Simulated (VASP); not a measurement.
**Cu: single point with PBE**

Crystal: Cu.

```
CELL_PARAMETERS angstrom
0.00000 1.81487 1.81487
1.81487 0.00000 1.81487
1.81487 1.81487 0.00000
ATOMIC_POSITIONS crystal
Cu 0.00000 0.00000 0.00000
```

- Program: VASP 6.6.1
- Task: single point
- Functional: PBE
- Potentials or basis: VASP PAW PBE potentials, release 64 (Cu)
- Cutoff: 520 eV
- k mesh: 20 × 20 × 20
- Occupations: gaussian, width 0.1 eV
- Spin: no spin polarisation

* Pressure: 0.6 GPa

Levels at points of the mesh, in eV from the Fermi level:
| k point | band 3 | band 4 | band 5 | band 6 | band 7 | band 8 | band 9 | band 10 |
| --- | --- | --- | --- | --- | --- | --- | --- | --- |
| (0.00, 0.00, 0.00) | -2.96 | -2.96 | -2.16 | -2.16 | 22.52 | 25.07 | 25.07 | 25.07 |
| (0.50, 0.00, 0.00) | -2.99 | -1.60 | -1.60 | -0.94 | 3.72 | 21.02 | 21.91 | 21.91 |
| (0.50, 0.50, 0.00) | -1.62 | -1.46 | -1.46 | 1.53 | 7.06 | 13.01 | 13.01 | 17.48 |

Run time: 22 s on 1 thread of Intel Xeon 6975P-C, on a shared host, peak memory 0.15 GiB.
